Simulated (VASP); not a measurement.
# Be3ReH (P4/mmm) in VASP: further runs, part 2 of 2

VASP 6.6.1. Earlier steps stand in the parts before.

**3. Single point, PBE**

This run uses another cell than the first one, of 10.05 Å³/atom, 1.113 times its volume.

Input file INCAR:

```
SYSTEM = Be3ReH
  ALGO = Normal
  EDIFF = 1E-6
  ENCUT = 520
  GGA = PE
  ISIF = 2
  ISMEAR = 0
  LASPH = .True.
  LCHARG = .True.
  LELF = .True.
  LREAL = .False.
  LVHAR = .True.
  LWAVE = .False.
  NBANDS = 15
  NELM = 100
  PREC = Accurate
  SIGMA = 0.1
```

Input file KPOINTS:

```
k-points
0
Gamma
  6 6 4
  0 0 0
```

Input file POSCAR:

```
Be3ReH
1.0
    2.6149580529      0.0000000000      0.0000000000
    0.0000000000      2.6149580529      0.0000000000
    0.0000000000      0.0000000000      7.3493774558
Be Re H
3 1 1
Direct
    0.0000000000      0.0000000000      0.5000000000
    0.5000000000      0.5000000000      0.6669504067
    0.5000000000      0.5000000000      0.3330495933
    0.5000000000      0.5000000000      0.0000000000
    0.0000000000      0.0000000000      0.0000000000
```

Potentials or basis: VASP PAW PBE potentials, release 64 (Be, Re, H).

Started as:

```sh
cat potpaw_PBE.64/Be/POTCAR potpaw_PBE.64/Re/POTCAR potpaw_PBE.64/H/POTCAR > POTCAR
mpirun -np 1 vasp_std > vasp.out
```

OUTCAR:

```text
SYSTEM = Be3ReH
   EDIFF = 1E-6
   ENCUT = 520
   GGA = PE
   ISIF = 2
   ISMEAR = 0
   LASPH = .True.
   LREAL = .False.
   NELM = 100
   PREC = Accurate

 ion  position               nearest neighbor table
   1  0.000  0.000  0.500-   2 2.22   3 2.22   2 2.22   3 2.22   2 2.22   3 2.22   2 2.22   3 2.22

   2  0.500  0.500  0.667-   1 2.22   1 2.22   1 2.22   1 2.22   4 2.45
   3  0.500  0.500  0.333-   1 2.22   1 2.22   1 2.22   1 2.22   4 2.45
   4  0.500  0.500  0.000-   5 1.85   5 1.85   5 1.85   5 1.85   2 2.45   3 2.45
   5  0.000  0.000  0.000-   4 1.85   4 1.85   4 1.85   4 1.85

  LATTYP: Found a simple tetragonal cell.
 ALAT       =     2.6149580529
 C/A-ratio  =     2.8105144737

  Lattice vectors:

 A1 = (   2.6149580529,   0.0000000000,   0.0000000000)
 A2 = (   0.0000000000,   2.6149580529,   0.0000000000)
 A3 = (   0.0000000000,   0.0000000000,   7.3493774558)

Analysis of symmetry for initial positions (statically):
=====================================================================
 Subroutine PRICEL returns:
 Original cell was already a primitive cell.

 Routine SETGRP: Setting up the symmetry group for a
 simple tetragonal supercell.

 Subroutine GETGRP returns: Found 16 space group operations
 (whereof 16 operations were pure point group operations)
 out of a pool of 16 trial point group operations.

The static configuration has the point symmetry D_4h.

Analysis of symmetry for dynamics (positions and initial velocities):
=====================================================================
 Subroutine PRICEL returns:
 Original cell was already a primitive cell.

 Routine SETGRP: Setting up the symmetry group for a
 simple tetragonal supercell.

 Subroutine GETGRP returns: Found 16 space group operations
 (whereof 16 operations were pure point group operations)
 out of a pool of 16 trial point group operations.

The dynamic configuration has the point symmetry D_4h.

 Subroutine INISYM returns: Found 16 space group operations
[... 131 lines left out ...]
   IVDW    =     0    specifies the selected vdW correction
   LEPSILON=     F    determine dielectric tensor
   LRPA    =     F    only Hartree local field effects (RPA)
 non-spin polarized calculation
 Gauss-broadening in eV      SIGMA  =   0.10
  energy-cutoff  :      520.00
  volume of cell :       50.26
 maximum number of plane-waves:      1380
 NGX is ok and might be reduce to    20
   NGX =  9   NGY =  9   NGZ = 27

 number of electron      14.0000001 magnetization

 Free energy of the ion-electron system (eV)
  ---------------------------------------------------
  ext. energy  EPLUGINS =         0.00000000
  ---------------------------------------------------
  free energy    TOTEN  =       -23.81394993 eV

  energy without entropy =      -23.80051162  energy(sigma->0) =      -23.80723077

 E-fermi :   4.9340     XC(G=0): -10.7799

 val. band max:        4.9156570697   @ k =   0.3333   0.3333   0.2500
 cond. band min:       4.9592527814   @ k =   0.3333   0.1667   0.0000
 fundamental gap:      0.0435957116
 Fermi energy:         4.9340057160

 k-point     1 :       0.0000    0.0000    0.0000
  band No.  band energies     occupation
      1      -6.5697      2.00000
      2      -3.7450      2.00000
      3      -0.5935      2.00000
      4      -0.2037      2.00000
      5       0.6602      2.00000
      6       5.9475      0.00000
      7       6.4446      0.00000
      8       6.4446      0.00000
      9       7.8270      0.00000
     10      10.2426      0.00000
     11      11.1598      0.00000
     12      11.1598      0.00000
     13      15.4907      0.00000
     14      15.5553      0.00000
[... 401 lines left out ...]
      2      -0.4061      2.00000
      3      -0.1624      2.00000
      4      -0.0022      2.00000
      5       2.0887      2.00000
      6       2.2062      2.00000
      7       3.2969      2.00000
      8       4.0369      2.00000
      9       6.2160      0.00000
     10       7.0604      0.00000
     11       8.8288      0.00000
     12      12.4050      0.00000
     13      12.7815      0.00000
     14      13.8859      0.00000
     15      15.8458      0.00000

 [... further k-points ...]
[... 5 lines left out ...]
  --------------------------------------------------------------------------------------
  -------------------------------------------------------------------------------------
  Total        0.1631117      0.1631117      0.0918025      0.0000000      0.0000000      0.0000000
  in kB        5.2001488      5.2001488      2.9267450      0.0000000      0.0000000      0.0000000
  external PRESSURE =       4.4423475 kB  Pullay stress =       0.0000000 kB

 VOLUME and BASIS-vectors are now :
 -----------------------------------------------------------------------------
  energy-cutoff  :      520.00
  volume of cell :       50.26
      direct lattice vectors                 reciprocal lattice vectors
     2.614958053  0.000000000  0.000000000     0.382415312  0.000000000  0.000000000
     0.000000000  2.614958053  0.000000000     0.000000000  0.382415312  0.000000000
     0.000000000  0.000000000  7.349377456     0.000000000  0.000000000  0.136065947

 POSITION                                       TOTAL-FORCE (eV/Angst)
 -----------------------------------------------------------------------------------
      0.00000      0.00000      3.67469         0.000000     -0.000000      0.000000
      1.30748      1.30748      4.90167         0.000000      0.000000      0.003117
      1.30748      1.30748      2.44771        -0.000000      0.000000     -0.003117
      1.30748      1.30748      0.00000         0.000000     -0.000000      0.000000
      0.00000      0.00000      0.00000         0.000000     -0.000000      0.000000
 -----------------------------------------------------------------------------------
    total drift:                               -0.000000      0.000000     -0.000000

  FREE ENERGIE OF THE ION-ELECTRON SYSTEM (eV)
  ---------------------------------------------------
  free  energy   TOTEN  =       -23.8139499271 eV

  energy  without entropy=      -23.8005116195  energy(sigma->0) =      -23.80723077
```

OSZICAR:

```text
N       E                     dE             d eps       ncg     rms          rms(c)
DAV:   1     0.107149536267E+02    0.10715E+02   -0.54347E+03  1350   0.907E+02
DAV:   2    -0.253212375774E+02   -0.36036E+02   -0.32213E+02  1441   0.183E+02
DAV:   3    -0.263905964625E+02   -0.10694E+01   -0.10409E+01  1509   0.306E+01
DAV:   4    -0.264043235341E+02   -0.13727E-01   -0.13690E-01  1130   0.251E+00
DAV:   5    -0.264046065867E+02   -0.28305E-03   -0.28274E-03  1445   0.345E-01    0.320E+01
DAV:   6    -0.261992359656E+02    0.20537E+00   -0.15775E+01  1533   0.696E+01    0.955E+00
DAV:   7    -0.251149862449E+02    0.10842E+01   -0.29723E+01  1681   0.586E+01    0.134E+01
DAV:   8    -0.238930344664E+02    0.12220E+01   -0.14480E+00  1458   0.241E+01    0.158E+00
DAV:   9    -0.238191589187E+02    0.73876E-01   -0.20532E-01  1566   0.610E+00    0.764E-01
DAV:  10    -0.238162390871E+02    0.29198E-02   -0.17291E-02  1304   0.102E+00    0.607E-01
DAV:  11    -0.238140228826E+02    0.22162E-02   -0.49245E-03  1480   0.139E+00    0.208E-01
DAV:  12    -0.238146421518E+02   -0.61927E-03   -0.97964E-04  1435   0.538E-01    0.114E-01
DAV:  13    -0.238140009838E+02    0.64117E-03   -0.68005E-04  1552   0.351E-01    0.425E-02
DAV:  14    -0.238139517091E+02    0.49275E-04   -0.10325E-04  1513   0.167E-01    0.151E-02
DAV:  15    -0.238139513004E+02    0.40870E-06   -0.14274E-05  1382   0.416E-02    0.580E-03
DAV:  16    -0.238139498525E+02    0.14479E-05   -0.28417E-06  1101   0.272E-02    0.124E-03
DAV:  17    -0.238139499271E+02   -0.74585E-07   -0.25937E-07   632   0.515E-03
   1 F= -.23813950E+02 E0= -.23807231E+02  d E =-.134383E-01
```

Run time: 14 s. Hardware: 1 thread of Intel Xeon 6975P-C (Granite Rapids), shared host; peak memory 0.16 GiB.

Results:

* Free energy: -23.8139 eV
* Pressure: 0.4 GPa
* Largest force: 0.003 eV/Å
* Band gap on the k mesh: zero (band 7 reaches 6.59 eV, above the bottom of band 8 at 4.04 eV)

Forces on the atoms (eV/Å):
```
Be   0.000  0.000  0.000
Be   0.000  0.000  0.003
Be   0.000  0.000 -0.003
Re   0.000  0.000  0.000
H    0.000  0.000  0.000
```

Caveat: the k points lie up to 0.40 Å⁻¹ apart; spin-orbit coupling is left out, which moves the levels of the heavy elements.

**4. Relaxation of cell and atoms, PBE**

Input file INCAR:

```
PREC = Accurate
ENCUT = 600
EDIFF = 1E-6
ISMEAR = 0
SIGMA = 0.1
LREAL = F
LASPH = T
NELM = 60
ALGO = Normal
ISIF = 3
LWAVE = F
LCHARG = F
GGA = PE
IBRION = 2
NSW = 90
EDIFFG = -0.04
```

Input file KPOINTS:

```
regular mesh
0
Gamma
  6 6 4
```

Input file POSCAR:

```
Be3ReH
1.0
    2.8576909000      0.0000000000      0.0000000000
    0.0000000000      2.8576909000      0.0000000000
    0.0000000000      0.0000000000      5.5303218300
Be Re H
3 1 1
Direct
    0.0000000000      0.0000000000      0.5000000000
    0.5000000000      0.5000000000      0.6427002700
    0.5000000000      0.5000000000      0.3572997300
    0.5000000000      0.5000000000      0.0000000000
    0.0000000000      0.0000000000      0.0000000000
```

Started as:

```sh
cat potpaw_PBE.64/Be/POTCAR potpaw_PBE.64/Re/POTCAR potpaw_PBE.64/H/POTCAR > POTCAR
mpirun -np 1 vasp_std > vasp.out
```

Run time: 71 s. Hardware: 1 thread of Intel Xeon 6975P-C (Granite Rapids), shared host; peak memory 0.18 GiB.

Results (log left out):

| Quantity | Value |
| --- | --- |
| Free energy | -23.8073 eV |
| Relaxed volume | 10.08 Å³/atom |
| Relaxed cell | a = 2.617 Å, b = 2.617 Å, c = 7.355 Å, α = 90.00°, β = 90.00°, γ = 90.00° |
| Space group after relaxing (to 0.05 Å) | P4/mmm (No. 123) |
| Energy gained by relaxing | 619.0 meV/atom |
| Ionic steps | 13 |
| Pressure after relaxing | 0.1 GPa |
| Largest force after relaxing | 0.011 eV/Å |
| Band gap on the k mesh | zero (band 7 reaches 6.57 eV, above the bottom of band 8 at 4.02 eV) |

Forces on the atoms (eV/Å):
```
Be   0.000  0.000  0.000
Be   0.000  0.000  0.011
Be   0.000  0.000 -0.011
Re   0.000  0.000  0.000
H    0.000  0.000  0.000
```

Stress tensor (GPa, compression positive):
```
 0.18  0.00  0.00
 0.00  0.18  0.00
 0.00  0.00 -0.16
```

Step by step:
```tsv
step	energy change (eV)	largest force (eV/Å)	pressure (GPa)	volume (Å³)
1	0.0000	3.0298	22.02	45.16
2	-2.6604	0.6165	-7.87	52.74
3	-2.7079	0.5944	-9.08	53.49
4	-2.7526	0.5714	-11.05	54.95
5	-3.0681	0.2642	3.40	49.47
6	-3.0760	0.3202	1.04	50.13
7	-3.0759	0.3109	1.39	50.04
8	-3.0863	0.1873	0.41	50.43
9	-3.0880	0.1114	-0.16	50.68
10	-3.0921	0.0734	-0.40	50.68
11	-3.0945	0.0042	-0.72	50.68
12	-3.0949	0.0158	0.56	50.19
13	-3.0952	0.0106	0.07	50.38
```

Final structure:
```xyz
5
Lattice="2.6172 0.0000 0.0000 0.0000 2.6172 0.0000 0.0000 0.0000 7.3548" Properties=species:S:1:pos:R:3 pbc="T T T"
Be    0.0000    0.0000    3.6774
Be    1.3086    1.3086    4.9044
Be    1.3086    1.3086    2.4504
Re    1.3086    1.3086    0.0000
H     0.0000    0.0000    0.0000
```

Levels at points of the mesh, in eV from the Fermi level:
```
           k point  band 4  band 5  band 6  band 7  band 8  band 9
(0.00, 0.00, 0.00)   -5.12   -4.26    1.02    1.51    1.51    2.88
(0.50, 0.00, 0.00)   -4.57   -3.88   -2.32   -0.89   -0.72    0.06
(0.50, 0.50, 0.00)   -2.00   -2.00   -0.78    1.52    3.16    3.16
(0.00, 0.00, 0.50)   -5.12   -2.70   -1.02    1.50    1.50    2.88
(0.50, 0.00, 0.50)   -4.94   -2.84   -2.72   -1.63   -0.89    1.28
(0.50, 0.50, 0.50)   -1.30   -1.30   -0.78    1.51    1.85    1.85
```

Caveat: the k points lie up to 0.40 Å⁻¹ apart in the final cell; spin-orbit coupling is left out, which moves the levels of the heavy elements.

**5. Single point, PBE**

This run uses another cell than the first one, of 10.25 Å³/atom, 1.135 times its volume.

Input file INCAR:

```
PREC     = Accurate       # precision mode
ENCUT    = 520            # plane-wave cutoff, eV
EDIFF    = 1E-7           # SCF threshold, eV
ISMEAR   = 0              # smearing method
SIGMA    = 0.1            # smearing width, eV
LREAL    = False          # projectors in reciprocal space
LASPH    = True           # aspherical terms in the spheres
NELM     = 60             # most SCF steps
ALGO     = Normal         # electronic algorithm
ISIF     = 2              # what is computed and relaxed
LWAVE    = False          # write WAVECAR
LCHARG   = False          # write CHGCAR
GGA      = PE             # functional
NBANDS   = 15             # bands
```

Input file KPOINTS:

```
regular mesh
0
Gamma
  14 14 6
```

Input file POSCAR:

```
Be3ReH
1.0
    2.5907709349      0.0000000000      0.0000000000
    0.0000000000      2.5907709349      0.0000000000
    0.0000000000      0.0000000000      7.6345998412
Be Re H
3 1 1
Direct
    0.0000000000      0.0000000000      0.5000000000
    0.5000000000      0.5000000000      0.6803289380
    0.5000000000      0.5000000000      0.3196710620
    0.5000000000      0.5000000000      0.0000000000
    0.0000000000      0.0000000000      0.0000000000
```

Started as:

```sh
cat potpaw_PBE.64/Be/POTCAR potpaw_PBE.64/Re/POTCAR potpaw_PBE.64/H/POTCAR > POTCAR
mpirun -np 1 vasp_std > vasp.out
```

Run time: 49 s. Hardware: 1 thread of Intel Xeon 6975P-C (Granite Rapids), shared host; peak memory 0.25 GiB.

The run converged. Its results:

- Free energy: -24.0593 eV
- Pressure: 0.4 GPa
- Largest force: 0.004 eV/Å
- Band gap on the k mesh: zero (band 7 reaches 7.00 eV, above the bottom of band 8 at 4.16 eV)

Forces in eV/Å, atoms in the order of the input:
```
Be   0.000  0.000  0.000
Be   0.000  0.000  0.004
Be   0.000  0.000 -0.004
Re   0.000  0.000  0.000
H    0.000  0.000  0.000
```

Stress tensor (GPa, compression positive):
```
0.53 0.00 0.00
0.00 0.53 0.00
0.00 0.00 0.07
```

Levels at points of the mesh, in eV from the Fermi level:
| k point | band 5 | band 6 | band 7 | band 8 | band 9 | band 10 |
| --- | --- | --- | --- | --- | --- | --- |
| (0.00, 0.00, 0.00) | -4.52 | 0.02 | 1.68 | 1.68 | 3.22 | 4.84 |
| (0.50, 0.00, 0.00) | -3.72 | -2.41 | -1.03 | -0.72 | -0.11 | 2.33 |
| (0.50, 0.50, 0.00) | -1.61 | -0.75 | 1.98 | 2.84 | 2.84 | 3.84 |
| (0.00, 0.00, 0.50) | -3.03 | -1.82 | 1.68 | 1.68 | 3.22 | 7.01 |
| (0.50, 0.00, 0.50) | -2.82 | -2.78 | -1.91 | -0.72 | 1.12 | 2.33 |
| (0.50, 0.50, 0.50) | -1.03 | -0.75 | 1.64 | 1.64 | 1.97 | 3.64 |

Caveat: spin-orbit coupling is left out, which moves the levels of the heavy elements.

**6. Single point, PBE**

This run uses another cell than the first one, of 10.05 Å³/atom, 1.113 times its volume.

Input file INCAR:

```
SYSTEM = Be3ReH
  ALGO = Normal
  EDIFF = 1E-6
  ENCUT = 600
  GGA = PE
  GGA_COMPAT = .False.
  ISIF = 2
  ISMEAR = 0
  LASPH = .True.
  LCHARG = .True.
  LELF = .True.
  LREAL = .False.
  LVHAR = .True.
  LWAVE = .False.
  NBANDS = 19
  NELM = 120
  PREC = Accurate
  SIGMA = 0.1
```

Input file KPOINTS:

```
k-points
0
Gamma
  6 6 4
  0 0 0
```

Input file POSCAR:

```
Be3ReH
1.0
    2.6149580529      0.0000000000      0.0000000000
    0.0000000000      2.6149580529      0.0000000000
    0.0000000000      0.0000000000      7.3493774558
Be Re H
3 1 1
Direct
    0.0000000000      0.0000000000      0.5000000000
    0.5000000000      0.5000000000      0.6669504067
    0.5000000000      0.5000000000      0.3330495933
    0.5000000000      0.5000000000      0.0000000000
    0.0000000000      0.0000000000      0.0000000000
```

Potentials or basis: VASP PAW PBE potentials, release 64 (Be, Re_sv_GW, H).

Started as:

```sh
cat potpaw_PBE.64/Be/POTCAR potpaw_PBE.64/Re_sv_GW/POTCAR potpaw_PBE.64/H/POTCAR > POTCAR
mpirun -np 1 vasp_std > vasp.out
```

Run time: 37 s. Hardware: 1 thread of Intel Xeon Platinum 8259CL at 2.50GHz (Skylake/Cascade Lake), shared host; peak memory 0.2 GiB.

Results (log left out):

| Item | Value |
| --- | --- |
| Free energy | -25.4526 eV |
| Pressure | -0.1 GPa |
| Largest force | 0.005 eV/Å |
| Band gap on the k mesh | zero (band 11 reaches 8.11 eV, above the bottom of band 12 at 5.57 eV) |

Forces on the atoms (eV/Å):
```
Be   0.000  0.000  0.000
Be   0.000  0.000  0.005
Be   0.000  0.000 -0.005
Re   0.000  0.000  0.000
H    0.000  0.000  0.000
```

Stress tensor (GPa, compression positive):
```
-0.25  0.00  0.00
 0.00 -0.25  0.00
 0.00  0.00  0.06
```

Levels at points of the mesh, in eV from the Fermi level:
```
           k point  band 6  band 7  band 8  band 9  band 10  band 11  band 12  band 13  band 14  band 15
(0.00, 0.00, 0.00)   -8.68   -5.52   -5.12   -4.28     1.01     1.51     1.51     2.91     5.31     6.23
(0.50, 0.00, 0.00)   -5.44   -4.85   -4.58   -3.88    -2.33    -0.88    -0.72     0.06     2.13     5.95
(0.50, 0.50, 0.00)   -2.65   -2.65   -2.00   -2.00    -0.79     1.54     3.17     3.17     3.73     4.18
(0.00, 0.00, 0.50)   -8.73   -5.99   -5.12   -2.71    -1.02     1.50     1.50     2.91     6.37     6.37
(0.50, 0.00, 0.50)   -5.32   -5.09   -4.93   -2.84    -2.73    -1.64    -0.88     1.27     2.12     3.90
(0.50, 0.50, 0.50)   -2.99   -2.99   -1.30   -1.30    -0.79     1.53     1.85     1.85     3.50     4.55
```

Caveat: the k points lie up to 0.40 Å⁻¹ apart; spin-orbit coupling is left out, which moves the levels of the heavy elements.

**7. The runs side by side**

| task | potentials or basis | cell | k mesh | cutoff (eV) | second run | gap on the mesh (eV) | pressure (GPa) | largest force (eV/Å) |
| --- | --- | --- | --- | --- | --- | --- | --- | --- |
| single point | VASP PAW PBE potentials, release 64 (Be, Re, H) | a = 2.858, b = 2.858, c = 5.530 Å, 5 atoms | 6 × 6 × 4 | 520 | - | none | 22.0 | 3.03 |
| single point | VASP PAW PBE potentials, release 64 (Be, Re, H) | a = 2.615, b = 2.615, c = 7.349 Å, 5 atoms | 6 × 6 × 4 | 520 | - | none | 0.4 | - |
| relaxation of cell and atoms | VASP PAW PBE potentials, release 64 (Be, Re, H) | relaxed from a = 2.858, b = 2.858, c = 5.530 Å, 5 atoms | 6 × 6 × 4 | 600 | - | none | 0.1 | 0.01 |
| single point | VASP PAW PBE potentials, release 64 (Be, Re, H) | a = 2.591, b = 2.591, c = 7.635 Å, 5 atoms | 14 × 14 × 6 | 520 | - | none | 0.4 | - |
| single point | VASP PAW PBE potentials, release 64 (Be, Re_sv_GW, H) | a = 2.615, b = 2.615, c = 7.349 Å, 5 atoms | 6 × 6 × 4 | 600 | valence_matched | none | -0.1 | 0.01 |

Alike in all rows: level PBE; no spin polarisation; smearing gaussian 0.1 eV.

Caveats: some runs use coarse meshes; spin-orbit coupling is left out, which moves the levels of the heavy elements; forces of over 1 eV/Å act on the atoms, so gaps and moduli don't describe the material at rest (some runs).

Total energies depend on the potentials used, so only differences within one code and one set of settings carry meaning.
